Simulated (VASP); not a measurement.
# NaLuSbH (P4/mmm) in VASP: notebook, part 2 of 2

VASP 6.6.1.

## (3) Relaxation of cell and atoms, PBE

This run uses another cell than the first one, of 24.37 Å³/atom, 0.991 times its volume.

INCAR

```
ALGO = Normal ; EDIFF = 1E-7
EDIFFG = -0.01 ; ENCUT = 600
GGA = PE ; IBRION = 2
ISIF = 3 ; ISMEAR = 0
LASPH = True ; LCHARG = False
LREAL = False ; LWAVE = False
NELM = 100 ; NSW = 100
PREC = Accurate ; SIGMA = 0.1
```

KPOINTS

```
k-points
0
Gamma
  12 12 8
```

POSCAR

```
NaLuSbH
1.0
    4.1111845515      0.0000000000      0.0000000000
    0.0000000000      4.1111845515      0.0000000000
    0.0000000000      0.0000000000      5.7670369232
Na Lu Sb H
1 1 1 1
Direct
    0.0000000000      0.0000000000      0.0000000000
    0.5000000000      0.5000000000      0.5000000000
    0.5000000000      0.5000000000      0.0000000000
    0.0000000000      0.0000000000      0.5000000000
```

Potentials or basis: VASP PAW PBE potentials, release 64 (Na_pv, Lu, Sb, H).

The run is started by

```sh
$ cat potpaw_PBE.64/Na_pv/POTCAR potpaw_PBE.64/Lu/POTCAR potpaw_PBE.64/Sb/POTCAR potpaw_PBE.64/H/POTCAR > POTCAR
$ mpirun -np 1 vasp_std > vasp.out
```

OUTCAR:

```text
EDIFF = 1E-7
   EDIFFG = -0.01
   ENCUT = 600
   GGA = PE
   IBRION = 2
   ISIF = 3
   ISMEAR = 0
   LASPH = True
   LREAL = False
   NELM = 100
   NSW = 100
   PREC = Accurate

 ion  position               nearest neighbor table
   1  0.000  0.000  0.000-   3 2.91   3 2.91   3 2.91   3 2.91
   2  0.500  0.500  0.500-   3 2.88   3 2.88
   3  0.500  0.500  0.000-   2 2.88   2 2.88   1 2.91   1 2.91   1 2.91   1 2.91
   4  0.000  0.000  0.500-

  LATTYP: Found a simple tetragonal cell.
 ALAT       =     4.1111845515
 C/A-ratio  =     1.4027677062

  Lattice vectors:

 A1 = (   4.1111845515,   0.0000000000,   0.0000000000)
 A2 = (   0.0000000000,   4.1111845515,   0.0000000000)
 A3 = (   0.0000000000,   0.0000000000,   5.7670369232)

Analysis of symmetry for initial positions (statically):
=====================================================================
 Subroutine PRICEL returns:
 Original cell was already a primitive cell.

 Routine SETGRP: Setting up the symmetry group for a
 simple tetragonal supercell.

 Subroutine GETGRP returns: Found 16 space group operations
 (whereof 16 operations were pure point group operations)
 out of a pool of 16 trial point group operations.

The static configuration has the point symmetry D_4h.

Analysis of symmetry for dynamics (positions and initial velocities):
=====================================================================
 Subroutine PRICEL returns:
 Original cell was already a primitive cell.

 Routine SETGRP: Setting up the symmetry group for a
 simple tetragonal supercell.

 Subroutine GETGRP returns: Found 16 space group operations
 (whereof 16 operations were pure point group operations)
 out of a pool of 16 trial point group operations.

The dynamic configuration has the point symmetry D_4h.

 Subroutine INISYM returns: Found 16 space group operations
 (whereof 16 operations are pure point group operations),
 and found     1 'primitive' translations
[... 121 lines left out ...]
  Fermi-wavevector in a.u.,A,eV,Ry     =   1.195934  2.259987 19.459837  1.430258
  Thomas-Fermi vector in A             =   2.331887
   LORBIT       =      0    0 simple, 1 ext, 2 COOP (PROOUT), +10 PAW based schemes
   GGA     = PE    functional components
   LHFCALC =     F    Hartree Fock is set to
   AEXX    =    0.0000 exact exchange contribution
   IVDW    =     0    specifies the selected vdW correction
   LEPSILON=     F    determine dielectric tensor
   LRPA    =     F    only Hartree local field effects (RPA)
 conjugate gradient relaxation of ions
 non-spin polarized calculation
 Gauss-broadening in eV      SIGMA  =   0.10
  energy-cutoff  :      600.00
  volume of cell :       97.47
 maximum number of plane-waves:      3288
 NGX is ok and might be reduce to    36
   NGX = 17   NGY = 17   NGZ = 23

--------------------------------------- Ionic step        1  -------------------------------------------

 number of electron      38.0000018 magnetization

 Free energy of the ion-electron system (eV)
  ---------------------------------------------------
  ext. energy  EPLUGINS =         0.00000000
  ---------------------------------------------------
  free energy    TOTEN  =       -13.24923262 eV

  energy without entropy =      -13.24067121  energy(sigma->0) =      -13.24495191

------------------------ aborting loop because EDIFF is reached ----------------------------------------

  FORCE on cell =-STRESS in cart. coord.  units (eV):
  Direction    XX          YY          ZZ          XY          YZ          ZX
  --------------------------------------------------------------------------------------
  -------------------------------------------------------------------------------------
  Total        0.2255751      0.2255751      0.0926715      0.0000000      0.0000000      0.0000000
  in kB        3.7077887      3.7077887      1.5232465      0.0000000      0.0000000      0.0000000
  external PRESSURE =       2.9796080 kB  Pullay stress =       0.0000000 kB
[... 101 lines left out ...]
--------------------------------------- Ionic step        4  -------------------------------------------

 number of electron      38.0000019 magnetization

 Free energy of the ion-electron system (eV)
  ---------------------------------------------------
  ext. energy  EPLUGINS =         0.00000000
  ---------------------------------------------------
  free energy    TOTEN  =       -13.25040730 eV

  energy without entropy =      -13.24203330  energy(sigma->0) =      -13.24622030

 E-fermi :   2.8288     XC(G=0):  -8.8598

 val. band max:        2.8201145996   @ k =   0.1667   0.0000   0.2500
 cond. band min:       2.8332632125   @ k =   0.5000   0.1667   0.3750
 fundamental gap:      0.0131486129
 Fermi energy:         2.8287888070

 k-point     1 :       0.0000    0.0000    0.0000
  band No.  band energies     occupation
      1     -54.7906      2.00000
      2     -25.4730      2.00000
      3     -25.4730      2.00000
      4     -25.2734      2.00000
      5     -20.9673      2.00000
      6     -20.9673      2.00000
[... 613 lines left out ...]
     22       3.8995      0.00000
     23       5.0463      0.00000

 [... further k-points ...]
[... 5 lines left out ...]
  --------------------------------------------------------------------------------------
  -------------------------------------------------------------------------------------
  Total       -0.0043143     -0.0043143     -0.0070148      0.0000000      0.0000000      0.0000000
  in kB       -0.0701617     -0.0701617     -0.1140786      0.0000000      0.0000000      0.0000000
  external PRESSURE =      -0.0848007 kB  Pullay stress =       0.0000000 kB
[... 19 lines left out ...]
  FREE ENERGIE OF THE ION-ELECTRON SYSTEM (eV)
  ---------------------------------------------------
  free  energy   TOTEN  =       -13.2504072976 eV

  energy  without entropy=      -13.2420333004  energy(sigma->0) =      -13.24622030

 reached required accuracy - stopping structural energy minimisation
```

CONTCAR:

```text
NaLuSbH
   1.00000000000000
     4.1330830620910550    0.0000000000000000    0.0000000000000000
     0.0000000000000000    4.1330830620910550    0.0000000000000000
     0.0000000000000000    0.0000000000000000    5.7673288445235640
  Na              Lu              Sb              H
     1     1     1     1
Direct
     1.0000000000000000    0.0000000000000000    0.0000000000000000
     0.5000000000000000    0.5000000000000000    0.5000000000000000
     0.5000000000000000    0.5000000000000000    0.0000000000000000
     1.0000000000000000    0.0000000000000000    0.5000000000000000

  0.00000000E+00  0.00000000E+00  0.00000000E+00
  0.00000000E+00  0.00000000E+00  0.00000000E+00
  0.00000000E+00  0.00000000E+00  0.00000000E+00
  0.00000000E+00  0.00000000E+00  0.00000000E+00
```

Wall time 12 min (1 thread of AMD EPYC 9R45 (Zen 5), shared host); peak memory 0.58 GiB.

Results:

```
Free energy                            : -13.2504 eV
Relaxed volume                         : 24.63 Å³/atom
Relaxed cell                           : a = 4.133 Å, b = 4.133 Å, c = 5.767 Å, α = 90.00°, β = 90.00°, γ = 90.00°
Space group after relaxing (to 0.05 Å) : P4/mmm (No. 123)
Energy gained by relaxing              : 0.3 meV/atom
Ionic steps                            : 4
Pressure after relaxing                : 0.0 GPa
Band gap on the k mesh                 : zero (band 19 reaches 3.29 eV, above the bottom of band 20 at 2.59 eV)
```

The path:
| step | energy change (eV) | largest force (eV/Å) | pressure (GPa) | volume (Å³) |
| --- | --- | --- | --- | --- |
| 1 | 0.0000 | 0.0000 | 0.30 | 97.47 |
| 2 | -0.0009 | 0.0000 | 0.07 | 98.11 |
| 3 | -0.0010 | 0.0000 | -0.05 | 98.48 |
| 4 | -0.0012 | 0.0000 | -0.01 | 98.52 |

Final structure:
```cif
data_structure
_symmetry_space_group_name_H-M 'P 1'
_symmetry_Int_Tables_number 1
_cell_length_a 4.1331
_cell_length_b 4.1331
_cell_length_c 5.7673
_cell_angle_alpha 90.000
_cell_angle_beta 90.000
_cell_angle_gamma 90.000
_cell_volume 98.52
loop_
_atom_site_label
_atom_site_type_symbol
_atom_site_fract_x
_atom_site_fract_y
_atom_site_fract_z
_atom_site_occupancy
Na1 Na 0.00000 0.00000 0.00000 1
Lu1 Lu 0.50000 0.50000 0.50000 1
Sb1 Sb 0.50000 0.50000 0.00000 1
H1 H 0.00000 0.00000 0.50000 1
```

Levels at points of the mesh, in eV from the Fermi level:
```csv
k point,band 16,band 17,band 18,band 19,band 20,band 21,band 22,band 23
"(0.00, 0.00, 0.00)",-4.52,-2.09,0.28,0.30,0.30,2.03,2.03,2.57
"(0.50, 0.00, 0.00)",-4.10,-1.80,-1.28,-0.93,0.08,0.70,1.69,2.25
"(0.50, 0.50, 0.00)",-3.57,-2.35,-2.35,-0.55,0.64,0.64,3.02,3.02
"(0.00, 0.00, 0.50)",-5.46,-2.49,-0.34,-0.34,0.39,2.91,2.92,3.29
"(0.50, 0.00, 0.50)",-3.65,-3.44,-3.35,-0.31,-0.04,1.73,2.54,3.42
"(0.50, 0.50, 0.50)",-3.49,-2.90,-2.60,-2.60,1.24,1.24,2.55,2.85
```

Caveat: spin-orbit coupling is left out, which moves the levels of the heavy elements.

## (4) Single point, PBE

This run uses another cell than the first one, of 24.37 Å³/atom, 0.991 times its volume.

INCAR

```
SYSTEM = NaLuSbH
PREC = Accurate
ENCUT = 520
EDIFF = 1E-6
ISMEAR = 0
SIGMA = 0.1
LREAL = .FALSE.
LASPH = .TRUE.
NELM = 100
ALGO = Normal
ISIF = 2
LWAVE = .FALSE.
LCHARG = .FALSE.
GGA = PE
NBANDS = 27
```

KPOINTS

```
Automatic mesh
0
G
  4 4 4
  0 0 0
```

POSCAR is that of step 3.

The run is started by

```sh
$ cat potpaw_PBE.64/Na_pv/POTCAR potpaw_PBE.64/Lu/POTCAR potpaw_PBE.64/Sb/POTCAR potpaw_PBE.64/H/POTCAR > POTCAR
$ mpirun -np 1 vasp_std > vasp.out
```

It took 30 s on 1 thread of AMD EPYC 9R45 (Zen 5), shared host; peak memory 0.22 GiB.

The run converged. Its results:

```yaml
Free_energy: -13.2336 eV
Pressure: 0.2 GPa
Band_gap_on_the_k_mesh: zero (band 19 reaches 3.36 eV, above the bottom of band 20 at 2.90 eV)
```

Stress tensor (GPa, compression positive):
```
0.23 0.00 0.00
0.00 0.23 0.00
0.00 0.00 0.09
```

Levels at points of the mesh, in eV from the Fermi level:
```
           k point  band 17  band 18  band 19  band 20  band 21  band 22
(0.00, 0.00, 0.00)    -2.27     0.11     0.18     0.18     1.92     1.92
(0.50, 0.00, 0.00)    -2.01    -1.43    -1.10    -0.09     0.58     1.55
(0.50, 0.50, 0.00)    -2.53    -2.53    -0.68     0.49     0.49     2.86
(0.00, 0.00, 0.50)    -2.65    -0.47    -0.47     0.22     2.77     2.81
(0.50, 0.00, 0.50)    -3.66    -3.54    -0.46    -0.16     1.59     2.38
(0.50, 0.50, 0.50)    -3.02    -2.78    -2.78     1.09     1.09     2.40
```

Caveat: the k points lie up to 0.38 Å⁻¹ apart; spin-orbit coupling is left out, which moves the levels of the heavy elements.

## (5) Single point, PBE

This run uses another cell than the first one, of 21.02 Å³/atom, 0.855 times its volume.

INCAR

```
SYSTEM = NaLuSbH
PREC     = Accurate       ! precision mode
ENCUT    = 520            ! plane-wave cutoff, eV
EDIFF    = 1E-6           ! SCF threshold, eV
ISMEAR   = 0              ! smearing method
SIGMA    = 0.1            ! smearing width, eV
LREAL    = .False.        ! projectors in reciprocal space
LASPH    = .True.         ! aspherical terms in the spheres
NELM     = 100            ! most SCF steps
ALGO     = Normal         ! electronic algorithm
ISIF     = 2              ! what is computed and relaxed
LWAVE    = .False.        ! write WAVECAR
LCHARG   = .False.        ! write CHGCAR
GGA      = PE             ! functional
NBANDS   = 27             ! bands
```

KPOINTS

```
Automatic mesh
0
Gamma
  4 4 4
  0 0 0
```

POSCAR

```
NaLuSbH
1.0
    3.9480003500      0.0000000000      0.0000000000
    0.0000000000      3.9480003500      0.0000000000
    0.0000000000      0.0000000000      5.3939531800
Na Lu Sb H
1 1 1 1
Direct
    0.0000000000      0.0000000000      0.0000000000
    0.5000000000      0.5000000000      0.5000000000
    0.5000000000      0.5000000000      0.0000000000
    0.0000000000      0.0000000000      0.5000000000
```

The run is started by

```sh
$ cat potpaw_PBE.64/Na_pv/POTCAR potpaw_PBE.64/Lu/POTCAR potpaw_PBE.64/Sb/POTCAR potpaw_PBE.64/H/POTCAR > POTCAR
$ mpirun -np 1 vasp_std > vasp.out
```

It took 33 s on 1 thread of Intel Xeon Platinum 8375C at 2.90GHz (Ice Lake), shared host; peak memory 0.22 GiB.

Results (log left out):

| Property | Result |
| --- | --- |
| Free energy | -12.8342 eV |
| Pressure | 9.2 GPa |
| Band gap on the k mesh | zero (band 19 reaches 4.41 eV, above the bottom of band 20 at 3.69 eV) |

Stress tensor (GPa, compression positive):
```
 5.07  0.00  0.00
 0.00  5.07  0.00
 0.00  0.00 17.41
```

Levels at points of the mesh, in eV from the Fermi level:
```
           k point  band 16  band 17  band 18  band 19  band 20  band 21  band 22  band 23
(0.00, 0.00, 0.00)    -5.02    -2.14     0.07     0.31     0.31     2.11     2.11     3.19
(0.50, 0.00, 0.00)    -4.74    -2.06    -1.14    -1.01    -0.22     0.75     1.75     2.39
(0.50, 0.50, 0.00)    -4.18    -2.81    -2.81    -0.18     0.42     0.42     3.44     3.44
(0.00, 0.00, 0.50)    -5.83    -2.86    -0.59    -0.59     0.24     3.31     3.34     3.80
(0.50, 0.00, 0.50)    -4.05    -4.04    -3.91    -0.47    -0.26     1.80     2.93     4.00
(0.50, 0.50, 0.50)    -4.07    -3.20    -3.19    -3.19     1.21     1.21     2.53     3.31
```

Caveat: the k points lie up to 0.40 Å⁻¹ apart; spin-orbit coupling is left out, which moves the levels of the heavy elements.

## (6) Summary

```csv
task,cell,k mesh,cutoff (eV),gap on the mesh (eV),pressure (GPa)
single point,"a = 4.132, b = 4.132, c = 5.759 Å, 4 atoms",12 × 12 × 8,520,none,0.1
relaxation of cell and atoms,"relaxed from a = 4.111, b = 4.111, c = 5.767 Å, 4 atoms",12 × 12 × 8,600,none,0.0
single point,"a = 4.111, b = 4.111, c = 5.767 Å, 4 atoms",4 × 4 × 4,520,none,0.2
single point,"a = 3.948, b = 3.948, c = 5.394 Å, 4 atoms",4 × 4 × 4,520,none,9.2
```

Alike in all rows: level PBE; potentials or basis VASP PAW PBE potentials, release 64 (Na_pv, Lu, Sb, H); no spin polarisation; smearing gaussian 0.1 eV.

Caveats: some runs use coarse meshes; spin-orbit coupling is left out, which moves the levels of the heavy elements.

Absolute energies hang on the potentials; compare differences alone.
